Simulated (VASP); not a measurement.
# AgBr (Fm-3m) in VASP: further runs

AgBr is run at these levels: PBE; tasks: single point.

All numbers are computed with VASP 6.6.1; they aren't measurements. Logs are shortened: lines on timing, memory, paths and dates and some standing lists are left out, and cuts for length are marked.

## 1. The cell of the first run

It takes space group Fm-3m (No. 225, cubic). Conventional cell: a = 4.972 Å, b = 4.972 Å, c = 4.972 Å, α = 90.00°, β = 90.00°, γ = 90.00°. Within 3.3 Å of Ag (site symmetry m-3m) lie 6 Br at 2.49 Å. Within 3.3 Å of Br (site symmetry m-3m) lie 6 Ag at 2.49 Å.

## 2. Single point, PBE

Input file INCAR:

```
SYSTEM = AgBr
PREC     = Accurate       ! precision mode
ENCUT    = 500            ! plane-wave cutoff, eV
EDIFF    = 1E-6           ! SCF threshold, eV
ISMEAR   = -1             ! smearing method
SIGMA    = 0.03           ! smearing width, eV
LREAL    = .False.        ! projectors in reciprocal space
LASPH    = .True.         ! aspherical terms in the spheres
NELM     = 120            ! most SCF steps
ALGO     = Normal         ! electronic algorithm
ISIF     = 2              ! what is computed and relaxed
LWAVE    = .False.        ! write WAVECAR
LCHARG   = .False.        ! write CHGCAR
GGA      = PE             ! functional
NBANDS   = 16             ! bands
GGA_COMPAT= .False.
```

Input file KPOINTS:

```
Automatic mesh
0
Gamma
  9 9 9
  0 0 0
```

Input file POSCAR:

```
AgBr
1.0
    0.0000000000      2.4862361682      2.4862361682
    2.4862361682      0.0000000000      2.4862361682
    2.4862361682      2.4862361682      0.0000000000
Ag Br
1 1
Direct
    0.0000000000      0.0000000000      0.0000000000
    0.5000000000      0.5000000000      0.5000000000
```

Potentials or basis: VASP PAW PBE potentials, release 64 (Ag, Br).

The run is started by

```bash
cat potpaw_PBE.64/Ag/POTCAR potpaw_PBE.64/Br/POTCAR > POTCAR
mpirun -np 1 vasp_std > vasp.out
```

OUTCAR:

```text
SYSTEM = AgBr
   PREC = Accurate
   ENCUT = 500
   EDIFF = 1E-6
   ISMEAR = -1
   LREAL = .False.
   LASPH = .True.
   NELM = 120
   ISIF = 2
   GGA = PE

 ion  position               nearest neighbor table
   1  0.000  0.000  0.000-   2 2.49   2 2.49   2 2.49   2 2.49   2 2.49   2 2.49
   2  0.500  0.500  0.500-   1 2.49   1 2.49   1 2.49   1 2.49   1 2.49   1 2.49

  LATTYP: Found a face centered cubic cell.
 ALAT       =     4.9724723364

  Lattice vectors:

 A1 = (   0.0000000000,   2.4862361682,   2.4862361682)
 A2 = (   2.4862361682,   0.0000000000,   2.4862361682)
 A3 = (   2.4862361682,   2.4862361682,   0.0000000000)

Analysis of symmetry for initial positions (statically):
=====================================================================
 Subroutine PRICEL returns:
 Original cell was already a primitive cell.

 Routine SETGRP: Setting up the symmetry group for a
 face centered cubic supercell.

 Subroutine GETGRP returns: Found 48 space group operations
 (whereof 48 operations were pure point group operations)
 out of a pool of 48 trial point group operations.

The static configuration has the point symmetry O_h .

Analysis of symmetry for dynamics (positions and initial velocities):
=====================================================================
 Subroutine PRICEL returns:
 Original cell was already a primitive cell.

 Routine SETGRP: Setting up the symmetry group for a
 face centered cubic supercell.

 Subroutine GETGRP returns: Found 48 space group operations
 (whereof 48 operations were pure point group operations)
 out of a pool of 48 trial point group operations.

The dynamic configuration has the point symmetry O_h .

 Subroutine INISYM returns: Found 48 space group operations
 (whereof 48 operations are pure point group operations),
 and found     1 'primitive' translations

----------------------------------------------------------------------------------------

                                     Primitive cell

  volume of cell :      30.7367

  direct lattice vectors                    reciprocal lattice vectors
     0.000000000  2.486236168  2.486236168    -0.201107202  0.201107202  0.201107202
     2.486236168  0.000000000  2.486236168     0.201107202 -0.201107202  0.201107202
     2.486236168  2.486236168  0.000000000     0.201107202  0.201107202 -0.201107202

  length of vectors
     3.516068908  3.516068908  3.516068908     0.348327892  0.348327892  0.348327892

  position of ions in fractional coordinates (direct lattice)
     0.000000000  0.000000000  0.000000000
     0.500000000  0.500000000  0.500000000

  ion indices of the primitive-cell ions
   primitive index   ion index
                 1           1
                 2           2

----------------------------------------------------------------------------------------

 KPOINTS: Automatic mesh

Automatic generation of k-mesh.
 Grid dimensions read from file:
 generate k-points for:    9    9    9

 Generating k-lattice:

  Cartesian coordinates                     Fractional coordinates (reciprocal lattice)
    -0.022345245  0.022345245  0.022345245     0.111111111  0.000000000  0.000000000
     0.022345245 -0.022345245  0.022345245     0.000000000  0.111111111  0.000000000
     0.022345245  0.022345245 -0.022345245     0.000000000  0.000000000  0.111111111

  Length of vectors
     0.038703099  0.038703099  0.038703099

  Shift w.r.t. Gamma in fractional coordinates (k-lattice)
     0.000000000  0.000000000  0.000000000

 Subroutine IBZKPT returns following result:
 ===========================================

 Found     35 irreducible k-points:

 Following reciprocal coordinates:
            Coordinates               Weight
  0.000000  0.000000  0.000000      1.000000
  0.111111  0.000000  0.000000      8.000000
  0.222222  0.000000  0.000000      8.000000
  0.333333  0.000000  0.000000      8.000000
  0.444444  0.000000  0.000000      8.000000
  0.111111  0.111111  0.000000      6.000000
[... 16 lines left out ...]
 -0.333333  0.333333  0.000000     12.000000
  0.444444  0.444444  0.000000      6.000000
 [... further k-points ...]
   k-points           NKPTS =     35   k-points in BZ     NKDIM =     35   number of bands    NBANDS=     16
   number of dos      NEDOS =    301   number of ions     NIONS =      2
   total plane-waves  NPLWV =  21952
   dimension x,y,z NGX =    28 NGY =   28 NGZ =   28
   dimension x,y,z NGXF=    56 NGYF=   56 NGZF=   56
   ions per type =               1   1
   NGX,Y,Z   is equivalent  to a cutoff of  13.24, 13.24, 13.24 a.u.
   NGXF,Y,Z  is equivalent  to a cutoff of  26.48, 26.48, 26.48 a.u.
 SYSTEM =  AgBr
   PREC   = accura    normal or accurate (medium, high low for compatibility)
   ISTART =      0    job   : 0-new  1-cont  2-samecut
   ICHARG =      2    charge: 1-file 2-atom 10-const
   ISPIN  =      1    spin polarized calculation?
   LNONCOLLINEAR =      F non collinear calculations
   LSORBIT =      F    spin-orbit coupling
   LASPH  =      T    aspherical Exc in radial PAW
   ENCUT  =  500.0 eV  36.75 Ry    6.06 a.u.   6.41  6.41  6.41*2*pi/ulx,y,z
   NELM   =    120;   NELMIN=  2; NELMDL= -5     # of ELM steps
   EDIFF  = 0.1E-05   stopping-criterion for ELM
   LREAL  =      F    real-space projection
   EDIFFG = 0.1E-04   stopping-criterion for IOM
   NSW    =      0    number of steps for IOM
   IBRION =     -1    ionic relax: 0-MD 1-quasi-New 2-CG
   NFREE  =      0    steps in history (QN), initial steepest desc. (CG)
   ISIF   =      2    stress and relaxation
   ISYM   =      2    0-nonsym 1-usesym 2-fastsym
   POTIM  = 0.5000    time-step for ionic-motion
   TEBEG  =    0.0;   TEEND  =   0.0 temperature during run
   PSTRESS=    0.0 pullay stress
   NELECT =      18.0000    total number of electrons
   NUPDOWN=      -1.0000    fix difference up-down
   EMIN   =  10.00;   EMAX   =-10.00  energy-range for DOS
   EFERMI =   0.00;   METHOD = LEGACY
   ISMEAR =    -1;   SIGMA  =   0.03  broadening in eV -4-tet -1-fermi 0-gaus
   EFERMI_NEDOS =   21; number of points for ismear=-14 and -15
   IALGO  =     38    algorithm
   IMIX   =      4    mixing-type and parameters
     AMIX     =   0.40;   BMIX     =  1.00
     AMIX_MAG =   1.60;   BMIX_MAG =  1.00
  volume/ion in A,a.u.               =      15.37       103.71
  Fermi-wavevector in a.u.,A,eV,Ry     =   1.369662  2.588285 25.524162  1.875973
  Thomas-Fermi vector in A             =   2.495517
   LORBIT       =      0    0 simple, 1 ext, 2 COOP (PROOUT), +10 PAW based schemes
   GGA     = PE    functional components
   LHFCALC =     F    Hartree Fock is set to
   AEXX    =    0.0000 exact exchange contribution
   IVDW    =     0    specifies the selected vdW correction
   LEPSILON=     F    determine dielectric tensor
   LRPA    =     F    only Hartree local field effects (RPA)
 non-spin polarized calculation
  energy-cutoff  :      500.00
  volume of cell :       30.74
 maximum number of plane-waves:       797
 NGX is ok and might be reduce to    28
   NGX = 13   NGY = 13   NGZ = 13

 number of electron      18.0000001 magnetization

 Free energy of the ion-electron system (eV)
  ---------------------------------------------------
  ext. energy  EPLUGINS =         0.00000000
  ---------------------------------------------------
  free energy    TOTEN  =        -2.55757822 eV

  energy without entropy =       -2.55757767  energy(sigma->0) =       -2.55757794

 E-fermi :  10.6478     XC(G=0): -12.2003

 val. band max:       10.3096896867   @ k =   0.4444   0.0000   0.0000
 cond. band min:      10.9463516265   @ k =   0.4444   0.4444   0.0000
 fundamental gap:      0.6366619398
 Fermi energy:        10.6478165544

 k-point     1 :       0.0000    0.0000    0.0000
  band No.  band energies     occupation
      1      -8.5610      2.00000
      2       4.7086      2.00000
      3       4.7086      2.00000
      4       4.7086      2.00000
      5       4.7584      2.00000
      6       4.7584      2.00000
[... 8 lines left out ...]
     15      24.0040      0.00000
     16      24.0040      0.00000

 k-point     2 :       0.1111    0.0000    0.0000
  band No.  band energies     occupation
      1      -8.4256      2.00000
      2       4.2042      2.00000
      3       4.2042      2.00000
      4       4.2810      2.00000
      5       4.8034      2.00000
      6       4.8034      2.00000
[... 8 lines left out ...]
     15      22.3438      0.00000
     16      22.3438      0.00000

 k-point     3 :       0.2222    0.0000    0.0000
  band No.  band energies     occupation
      1      -8.0531      2.00000
      2       2.9660      2.00000
      3       3.4038      2.00000
      4       3.4038      2.00000
      5       5.0370      2.00000
      6       5.0370      2.00000
[... 8 lines left out ...]
     15      21.9411      0.00000
     16      22.0128      0.00000

 k-point     4 :       0.3333    0.0000    0.0000
  band No.  band energies     occupation
      1      -7.5607      2.00000
      2       1.5405      2.00000
      3       2.7999      2.00000
      4       2.7999      2.00000
      5       5.3237      2.00000
      6       5.3237      2.00000
[... 8 lines left out ...]
     15      22.6071      0.00000
     16      22.6071      0.00000
[... 324 lines left out ...]
 k-point    22 :      -0.4444    0.3333    0.0000
  band No.  band energies     occupation
      1      -7.1294      2.00000
      2       2.0111      2.00000
      3       2.6179      2.00000
      4       3.2733      2.00000
      5       5.0879      2.00000
      6       5.7019      2.00000
[... 8 lines left out ...]
     15      23.9496      0.00000
     16      27.8602      0.00000

 k-point    23 :      -0.3333    0.3333    0.0000
  band No.  band energies     occupation
      1      -7.0776      2.00000
      2       1.6783      2.00000
      3       2.4622      2.00000
      4       2.8153      2.00000
      5       5.4199      2.00000
      6       5.5781      2.00000
[... 8 lines left out ...]
     15      23.0942      0.00000
     16      29.1732      0.00000

 k-point    24 :       0.4444    0.4444    0.0000
  band No.  band energies     occupation
      1      -7.2507      2.00000
      2       1.9849      2.00000
      3       3.9457      2.00000
      4       4.7050      2.00000
      5       4.7050      2.00000
      6       5.1588      2.00000
[... 8 lines left out ...]
     15      26.6781      0.00000
     16      26.6781      0.00000

 [... further k-points ...]

------------------------ aborting loop because EDIFF is reached ----------------------------------------

  FORCE on cell =-STRESS in cart. coord.  units (eV):
  Direction    XX          YY          ZZ          XY          YZ          ZX
  --------------------------------------------------------------------------------------
  -------------------------------------------------------------------------------------
  Total       12.9659156     12.9659156     12.9659156      0.0000000      0.0000000      0.0000000
  in kB      675.8598354    675.8598354    675.8598354      0.0000000      0.0000000      0.0000000
  external PRESSURE =     675.8598354 kB  Pullay stress =       0.0000000 kB

 VOLUME and BASIS-vectors are now :
 -----------------------------------------------------------------------------
  energy-cutoff  :      500.00
  volume of cell :       30.74
      direct lattice vectors                 reciprocal lattice vectors
     0.000000000  2.486236168  2.486236168    -0.201107202  0.201107202  0.201107202
     2.486236168  0.000000000  2.486236168     0.201107202 -0.201107202  0.201107202
     2.486236168  2.486236168  0.000000000     0.201107202  0.201107202 -0.201107202

 POSITION                                       TOTAL-FORCE (eV/Angst)
 -----------------------------------------------------------------------------------
      0.00000      0.00000      0.00000        -0.000000     -0.000000     -0.000000
      2.48624      2.48624      2.48624         0.000000      0.000000      0.000000
 -----------------------------------------------------------------------------------
    total drift:                               -0.000000      0.000000      0.000000

  FREE ENERGIE OF THE ION-ELECTRON SYSTEM (eV)
  ---------------------------------------------------
  free  energy   TOTEN  =        -2.5575782219 eV

  energy  without entropy=       -2.5575776652  energy(sigma->0) =       -2.55757794
```

Run time: 17 s. Hardware: 1 thread of Intel Xeon 8259CL, shared host; peak memory 0.16 GiB.

Results:

```yaml
Free_energy: -2.5576 eV
Pressure: 67.6 GPa
Band_gap_on_the_k_mesh: 0.64 eV (least direct gap 2.22 eV)
```

Levels at points of the mesh, in eV from the valence-band top:
```tsv
k point	band 5	band 6	band 7	band 8	band 9	band 10	band 11	band 12	band 13	band 14
(0.00, 0.00, 0.00)	-5.55	-5.55	-3.74	-3.74	-3.74	1.29	9.47	9.79	9.79	9.79
```

Caveat: the cell stands under pressure; an odd mesh through Γ misses points on the zone boundary, where band edges can lie.

(Continued in part 2 of 2.)
